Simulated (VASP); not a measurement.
# FeNi3 (Fm-3m) in VASP: further runs

The runs below take FeNi3 through single point, with r2SCAN.

Everything below comes from runs of VASP 6.6.1. Logs are shortened: lines on timing, memory, paths and dates and some standing lists are left out, and cuts for length are marked.

### 1 The cell of the first run

The structure is cubic, space group Fm-3m (No. 225). Conventional cell: a = 5.726 Å, b = 5.726 Å, c = 5.726 Å, α = 90.00°, β = 90.00°, γ = 90.00°. Fe (site symmetry m-3m) has 14 Ni at 2.48 to 2.86 Å within 3.3 Å. Within 3.3 Å of Ni (site symmetry -43m) lie 4 Fe at 2.48 Å and 10 Ni at 2.48 to 2.86 Å. Within 3.3 Å of Ni (site symmetry m-3m) lie 8 Ni at 2.48 Å and 6 Fe at 2.86 Å.

### 2 Single point, r2SCAN, collinear spin, ferromagnetic start

POSCAR reads:

```
FeNi3
1.0
    0.0000000000      2.8628793494      2.8628793494
    2.8628793494      0.0000000000      2.8628793494
    2.8628793494      2.8628793494      0.0000000000
Fe Ni
1 3
Direct
    0.0000000000      0.0000000000      0.0000000000
    0.7500000000      0.7500000000      0.7500000000
    0.2500000000      0.2500000000      0.2500000000
    0.5000000000      0.5000000000      0.5000000000
```

INCAR.step1 reads:

```
SYSTEM = FeNi3
PREC = Accurate ; ENCUT = 520
ISMEAR = 1 ; SIGMA = 0.1
LREAL = .False. ; LASPH = .True.
NELM = 150 ; ISPIN = 2
MAGMOM = 2.4 1 1 1 ; LMAXMIX = 4
NBANDS = 31 ; GGA = PE
ALGO = Normal ; EDIFF = 1E-4
LWAVE = .True. ; LCHARG = .False.
```

INCAR.step2 reads:

```
SYSTEM = FeNi3
PREC = Accurate ; ENCUT = 520
EDIFF = 1E-6 ; ISMEAR = 1
SIGMA = 0.1 ; LREAL = .False.
LASPH = .True. ; NELM = 150
ALGO = Normal ; ISIF = 2
LWAVE = .False. ; LCHARG = .False.
ISPIN = 2 ; MAGMOM = 2.4 1 1 1
LORBIT = 11 ; LMAXMIX = 4
METAGGA = R2SCAN ; LMIXTAU = .True.
NBANDS = 31 ; ISTART = 1
```

KPOINTS reads:

```
Automatic mesh
0
Gamma
  7 7 7
  0 0 0
```

Potentials or basis: VASP PAW PBE potentials, release 64 (Fe, Ni).

Command:

```
$ cat potpaw_PBE.64/Fe/POTCAR potpaw_PBE.64/Ni/POTCAR > POTCAR
$ cp INCAR.step1 INCAR
$ mpirun -np 1 vasp_std > vasp.out
$ cp INCAR.step2 INCAR
$ mpirun -np 1 vasp_std > vasp.out
```

OUTCAR:

```text
SYSTEM = FeNi3
   PREC = Accurate
   ENCUT = 520
   EDIFF = 1E-6
   ISMEAR = 1
   LREAL = .False.
   LASPH = .True.
   NELM = 150
   ISIF = 2
   ISPIN = 2
   LORBIT = 11
   METAGGA = R2SCAN
   ISTART = 1

 ion  position               nearest neighbor table
   1  0.000  0.000  0.000-   2 2.48   2 2.48   2 2.48   2 2.48   3 2.48   3 2.48   3 2.48   3 2.48
                             4 2.86   4 2.86   4 2.86   4 2.86   4 2.86   4 2.86
   2  0.750  0.750  0.750-   4 2.48   4 2.48   4 2.48   1 2.48   4 2.48   1 2.48   1 2.48   1 2.48
                             3 2.86   3 2.86   3 2.86   3 2.86   3 2.86   3 2.86
   3  0.250  0.250  0.250-   1 2.48   1 2.48   1 2.48   1 2.48   4 2.48   4 2.48   4 2.48   4 2.48
                             2 2.86   2 2.86   2 2.86   2 2.86   2 2.86   2 2.86
   4  0.500  0.500  0.500-   3 2.48   3 2.48   3 2.48   2 2.48   3 2.48   2 2.48   2 2.48   2 2.48
                             1 2.86   1 2.86   1 2.86   1 2.86   1 2.86   1 2.86

  LATTYP: Found a face centered cubic cell.
 ALAT       =     5.7257586988

  Lattice vectors:

 A1 = (   0.0000000000,   2.8628793494,   2.8628793494)
 A2 = (   2.8628793494,   0.0000000000,   2.8628793494)
 A3 = (   2.8628793494,   2.8628793494,   0.0000000000)

Analysis of symmetry for initial positions (statically):
=====================================================================
 Subroutine PRICEL returns:
 Original cell was already a primitive cell.

 Routine SETGRP: Setting up the symmetry group for a
 face centered cubic supercell.

 Subroutine GETGRP returns: Found 48 space group operations
 (whereof 48 operations were pure point group operations)
 out of a pool of 48 trial point group operations.

The static configuration has the point symmetry O_h .

Analysis of symmetry for dynamics (positions and initial velocities):
=====================================================================
 Subroutine PRICEL returns:
 Original cell was already a primitive cell.

 Routine SETGRP: Setting up the symmetry group for a
 face centered cubic supercell.

 Subroutine GETGRP returns: Found 48 space group operations
 (whereof 48 operations were pure point group operations)
 out of a pool of 48 trial point group operations.

The dynamic configuration has the point symmetry O_h .

Analysis of structural, dynamic, and magnetic symmetry:
=====================================================================
 Subroutine PRICEL returns:
 Original cell was already a primitive cell.

 Routine SETGRP: Setting up the symmetry group for a
 face centered cubic supercell.

 Subroutine GETGRP returns: Found 48 space group operations
 (whereof 48 operations were pure point group operations)
 out of a pool of 48 trial point group operations.

The overall configuration has the point symmetry O_h .

 Subroutine INISYM returns: Found 48 space group operations
 (whereof 48 operations are pure point group operations),
 and found     1 'primitive' translations

----------------------------------------------------------------------------------------

                                     Primitive cell

  volume of cell :      46.9288

  direct lattice vectors                    reciprocal lattice vectors
     0.000000000  2.862879349  2.862879349    -0.174649344  0.174649344  0.174649344
     2.862879349  0.000000000  2.862879349     0.174649344 -0.174649344  0.174649344
     2.862879349  2.862879349  0.000000000     0.174649344  0.174649344 -0.174649344

  length of vectors
     4.048722803  4.048722803  4.048722803     0.302501537  0.302501537  0.302501537

  position of ions in fractional coordinates (direct lattice)
     0.000000000  0.000000000  0.000000000
     0.750000000  0.750000000  0.750000000
     0.250000000  0.250000000  0.250000000
     0.500000000  0.500000000  0.500000000

  ion indices of the primitive-cell ions
   primitive index   ion index
                 1           1
                 2           2
                 3           3
                 4           4

----------------------------------------------------------------------------------------

 KPOINTS: Automatic mesh

Automatic generation of k-mesh.
 Grid dimensions read from file:
 generate k-points for:    7    7    7

 Generating k-lattice:

  Cartesian coordinates                     Fractional coordinates (reciprocal lattice)
    -0.024949906  0.024949906  0.024949906     0.142857143  0.000000000  0.000000000
     0.024949906 -0.024949906  0.024949906     0.000000000  0.142857143  0.000000000
     0.024949906  0.024949906 -0.024949906     0.000000000  0.000000000  0.142857143

  Length of vectors
     0.043214505  0.043214505  0.043214505

  Shift w.r.t. Gamma in fractional coordinates (k-lattice)
     0.000000000  0.000000000  0.000000000

 Subroutine IBZKPT returns following result:
 ===========================================

 Found     20 irreducible k-points:

 Following reciprocal coordinates:
            Coordinates               Weight
  0.000000  0.000000  0.000000      1.000000
  0.142857  0.000000  0.000000      8.000000
  0.285714  0.000000  0.000000      8.000000
  0.428571  0.000000  0.000000      8.000000
  0.142857  0.142857  0.000000      6.000000
  0.285714  0.142857  0.000000     24.000000
[... 12 lines left out ...]
 -0.428571  0.428571  0.142857     24.000000
 -0.285714  0.428571  0.142857     24.000000
   k-points           NKPTS =     20   k-points in BZ     NKDIM =     20   number of bands    NBANDS=     31
   number of dos      NEDOS =    301   number of ions     NIONS =      4
   total plane-waves  NPLWV =  27000
   dimension x,y,z NGX =    30 NGY =   30 NGZ =   30
   dimension x,y,z NGXF=    60 NGYF=   60 NGZF=   60
   ions per type =               1   3
   NGX,Y,Z   is equivalent  to a cutoff of  12.32, 12.32, 12.32 a.u.
   NGXF,Y,Z  is equivalent  to a cutoff of  24.64, 24.64, 24.64 a.u.
 SYSTEM =  FeNi3
   PREC   = accura    normal or accurate (medium, high low for compatibility)
   ISTART =      1    job   : 0-new  1-cont  2-samecut
   ICHARG =      0    charge: 1-file 2-atom 10-const
   ISPIN  =      2    spin polarized calculation?
   LNONCOLLINEAR =      F non collinear calculations
   LSORBIT =      F    spin-orbit coupling
   LASPH  =      T    aspherical Exc in radial PAW
   ENCUT  =  520.0 eV  38.22 Ry    6.18 a.u.   7.53  7.53  7.53*2*pi/ulx,y,z
   NELM   =    150;   NELMIN=  2; NELMDL=  0     # of ELM steps
   EDIFF  = 0.1E-05   stopping-criterion for ELM
   LREAL  =      F    real-space projection
   EDIFFG = 0.1E-04   stopping-criterion for IOM
   NSW    =      0    number of steps for IOM
   IBRION =     -1    ionic relax: 0-MD 1-quasi-New 2-CG
   NFREE  =      0    steps in history (QN), initial steepest desc. (CG)
   ISIF   =      2    stress and relaxation
   ISYM   =      2    0-nonsym 1-usesym 2-fastsym
   POTIM  = 0.5000    time-step for ionic-motion
   TEBEG  =    0.0;   TEEND  =   0.0 temperature during run
   PSTRESS=    0.0 pullay stress
   NELECT =      38.0000    total number of electrons
   NUPDOWN=      -1.0000    fix difference up-down
   EMIN   =  10.00;   EMAX   =-10.00  energy-range for DOS
   EFERMI =   0.00;   METHOD = LEGACY
   ISMEAR =     1;   SIGMA  =   0.10  broadening in eV -4-tet -1-fermi 0-gaus
   EFERMI_NEDOS =   21; number of points for ismear=-14 and -15
   IALGO  =     38    algorithm
   IMIX   =      4    mixing-type and parameters
     AMIX     =   0.40;   BMIX     =  1.00
     AMIX_MAG =   1.60;   BMIX_MAG =  1.00
  volume/ion in A,a.u.               =      11.73        79.17
  Fermi-wavevector in a.u.,A,eV,Ry     =   1.525889  2.883512 31.678958  2.328338
  Thomas-Fermi vector in A             =   2.633998
   LORBIT       =     11    0 simple, 1 ext, 2 COOP (PROOUT), +10 PAW based schemes
   METAGGA = R2SCAN    functional components
   LHFCALC =     F    Hartree Fock is set to
   AEXX    =    0.0000 exact exchange contribution
   IVDW    =     0    specifies the selected vdW correction
   LEPSILON=     F    determine dielectric tensor
   LRPA    =     F    only Hartree local field effects (RPA)
 spin polarized calculation
 Methfessel and Paxton  Order N= 1 SIGMA  =   0.10
  energy-cutoff  :      520.00
  volume of cell :       46.93
 maximum number of plane-waves:      1279
 NGX is ok and might be reduce to    30
   NGX = 15   NGY = 15   NGZ = 15

 number of electron      37.9999975 magnetization       5.0337885

 Free energy of the ion-electron system (eV)
  ---------------------------------------------------
  ext. energy  EPLUGINS =         0.00000000
  ---------------------------------------------------
  free energy    TOTEN  =       -50.01803499 eV

  energy without entropy =      -50.02566902  energy(sigma->0) =      -50.02057967

 E-fermi :   7.7228     XC(G=0): -13.9281

 val. band max:        7.6914259552   @ k =  -0.4286   0.4286   0.1429
 cond. band min:       7.7774767775   @ k =   0.2857   0.1429   0.0000
 fundamental gap:      0.0860508222
 Fermi energy:         7.7228359495

 spin component 1

 k-point     1 :       0.0000    0.0000    0.0000
  band No.  band energies     occupation
      1      -1.2331      1.00000
      2       2.6525      1.00000
      3       2.6525      1.00000
      4       3.3847      1.00000
      5       3.3848      1.00000
      6       3.3848      1.00000
[... 23 lines left out ...]
     30      17.2473      0.00000
     31      17.2473      0.00000

 k-point     2 :       0.1429    0.0000    0.0000
  band No.  band energies     occupation
      1      -0.9218      1.00000
      2       2.7403      1.00000
      3       2.7404      1.00000
      4       3.3007      1.00000
      5       3.3941      1.00000
      6       3.3942      1.00000
[... 604 lines left out ...]
 k-point    20 :      -0.2857    0.4286    0.1429
  band No.  band energies     occupation
      1       2.3077      1.00000
      2       2.5957      1.00000
      3       2.7298      1.00000
      4       3.1731      1.00000
      5       3.5868      1.00000
      6       3.5941      1.00000
[... 23 lines left out ...]
     30      23.3086      0.00000
     31      24.1383      0.00000
 Fermi energy:         7.7228359495

 spin component 2

 k-point     1 :       0.0000    0.0000    0.0000
  band No.  band energies     occupation
      1      -1.5079      1.00000
      2       4.1425      1.00000
      3       4.1426      1.00000
      4       5.0266      1.00000
      5       5.0266      1.00000
      6       5.0266      1.00000
[... 23 lines left out ...]
     30      17.3916      0.00000
     31      17.3917      0.00000

 k-point     2 :       0.1429    0.0000    0.0000
  band No.  band energies     occupation
      1      -1.1917      1.00000
      2       4.2468      1.00000
      3       4.2468      1.00000
      4       4.8929      1.00000
      5       5.0583      1.00000
      6       5.0583      1.00000
[... 604 lines left out ...]
 k-point    20 :      -0.2857    0.4286    0.1429
  band No.  band energies     occupation
      1       2.8644      1.00000
      2       3.2729      1.00000
      3       3.4310      1.00000
      4       3.9238      1.00000
      5       5.5379      1.00000
      6       5.5808      1.00000
[... 23 lines left out ...]
     30      23.8050      0.00000
     31      24.6255      0.00000

------------------------ aborting loop because EDIFF is reached ----------------------------------------

  FORCE on cell =-STRESS in cart. coord.  units (eV):
  Direction    XX          YY          ZZ          XY          YZ          ZX
  --------------------------------------------------------------------------------------
  -------------------------------------------------------------------------------------
  Total       -3.5800544     -3.5800544     -3.5800544     -0.0000000     -0.0000000     -0.0000000
  in kB     -122.2252887   -122.2252887   -122.2252887     -0.0000000     -0.0000000     -0.0000000
  external PRESSURE =    -122.2252887 kB  Pullay stress =       0.0000000 kB

 VOLUME and BASIS-vectors are now :
 -----------------------------------------------------------------------------
  energy-cutoff  :      520.00
  volume of cell :       46.93
      direct lattice vectors                 reciprocal lattice vectors
     0.000000000  2.862879349  2.862879349    -0.174649344  0.174649344  0.174649344
     2.862879349  0.000000000  2.862879349     0.174649344 -0.174649344  0.174649344
     2.862879349  2.862879349  0.000000000     0.174649344  0.174649344 -0.174649344

 POSITION                                       TOTAL-FORCE (eV/Angst)
 -----------------------------------------------------------------------------------
      0.00000      0.00000      0.00000         0.000000      0.000000      0.000000
      4.29432      4.29432      4.29432        -0.000000      0.000000     -0.000000
      1.43144      1.43144      1.43144         0.000000     -0.000000      0.000000
      2.86288      2.86288      2.86288         0.000000      0.000000      0.000000
 -----------------------------------------------------------------------------------
    total drift:                                0.000000     -0.000000      0.000000

  FREE ENERGIE OF THE ION-ELECTRON SYSTEM (eV)
  ---------------------------------------------------
  free  energy   TOTEN  =       -50.0180349862 eV

  energy  without entropy=      -50.0256690242  energy(sigma->0) =      -50.02057967

 total charge

# of ion       s       p       d       tot
------------------------------------------
    1        0.461   0.488   6.014   6.963
    2        0.496   0.485   8.319   9.300
    3        0.496   0.485   8.319   9.300
    4        0.481   0.462   8.350   9.293
--------------------------------------------------
tot          1.934   1.920  31.003  34.856

 magnetization (x)

# of ion       s       p       d       tot
------------------------------------------
    1        0.024  -0.015   3.194   3.202
    2       -0.015  -0.058   0.798   0.725
    3       -0.015  -0.058   0.798   0.725
    4       -0.013  -0.051   0.576   0.513
--------------------------------------------------
tot         -0.018  -0.182   5.366   5.166
```

Run time: 4 min. Hardware: 1 thread of Oxide Virtual Turin-like, shared host; peak memory 0.19 GiB.

What came out:

```yaml
Free_energy: -50.0180 eV
Pressure: -12.2 GPa
Net_moment: 5.03 μB per cell
Site_moments: Fe +3.20; Ni +0.72, +0.51 (each value once) μB
Valence_electrons_inside_the_program's_atomic_spheres: Fe 6.96; Ni 9.30, 9.29 (each value once)
```

Caveat: the cell stands under tension; the PAW data sets were made with another functional, which shifts forces and pressure a little.

### 3 Single point, r2SCAN, collinear spin, ferromagnetic start

This run uses another cell than the first one, of 12.17 Å³/atom.

POSCAR reads:

```
FeNi3
1.0
    0.0000000000      2.8977959534      2.8977959534
    2.8977959534      0.0000000000      2.8977959534
    2.8977959534      2.8977959534      0.0000000000
Fe Ni
1 3
Direct
    0.0000000000      0.0000000000      0.0000000000
    0.7500000000      0.7500000000      0.7500000000
    0.2500000000      0.2500000000      0.2500000000
    0.5000000000      0.5000000000      0.5000000000
```

INCAR.step1 reads:

```
SYSTEM = FeNi3
PREC = Accurate
ENCUT = 520
ISMEAR = 1
SIGMA = 0.1
LREAL = .FALSE.
LASPH = .TRUE.
NELM = 150
ISPIN = 2
MAGMOM = 2.4 1 1 1
LMAXMIX = 4
NBANDS = 31
GGA = PE
ALGO = Normal
EDIFF = 1E-4
LWAVE = .TRUE.
LCHARG = .FALSE.
```

INCAR.step2 reads:

```
SYSTEM = FeNi3
PREC = Accurate
ENCUT = 520
EDIFF = 1E-6
ISMEAR = 1
SIGMA = 0.1
LREAL = .FALSE.
LASPH = .TRUE.
NELM = 150
ALGO = Normal
ISIF = 2
LWAVE = .FALSE.
LCHARG = .TRUE.
ISPIN = 2
MAGMOM = 2.4 1 1 1
LORBIT = 11
LMAXMIX = 4
METAGGA = R2SCAN
LMIXTAU = .TRUE.
LELF = .TRUE.
LVHAR = .TRUE.
NBANDS = 31
ISTART = 1
```

KPOINTS reads:

```
regular mesh
0
G
  7 7 7
  0 0 0
```

Potentials or basis: VASP PAW PBE potentials, release 64 (Fe, Ni).

Command:

```
$ cat potpaw_PBE.64/Fe/POTCAR potpaw_PBE.64/Ni/POTCAR > POTCAR
$ cp INCAR.step1 INCAR
$ mpirun -np 1 vasp_std > vasp.out
$ cp INCAR.step2 INCAR
$ mpirun -np 1 vasp_std > vasp.out
```

Wall time 4.3 min (1 thread of Oxide Virtual Turin-like, shared host); peak memory 0.19 GiB.

Results (log left out):

* Free energy: -49.8582 eV
* Pressure: -17.1 GPa
* Net moment: 5.03 μB per cell
* Site moments: Fe +3.23; Ni +0.72, +0.51 (each value once) μB
* Valence electrons inside the program's atomic spheres: Fe 6.90; Ni 9.25, 9.24 (each value once)

Levels at points of the mesh, in eV from the Fermi level:
Spin up:
```tsv
k point	band 18	band 19	band 20	band 21	band 22	band 23	band 24	band 25
(0.00, 0.00, 0.00)	-0.98	-0.94	-0.94	-0.94	7.49	7.49	7.49	7.55
```
Spin down:
```csv
k point,band 13,band 14,band 15,band 16,band 17,band 18,band 19,band 20
"(0.00, 0.00, 0.00)",-0.34,-0.34,-0.13,-0.13,0.97,0.97,0.97,1.64
```

Caveat: the cell stands under tension; the PAW data sets were made with another functional, which shifts forces and pressure a little.
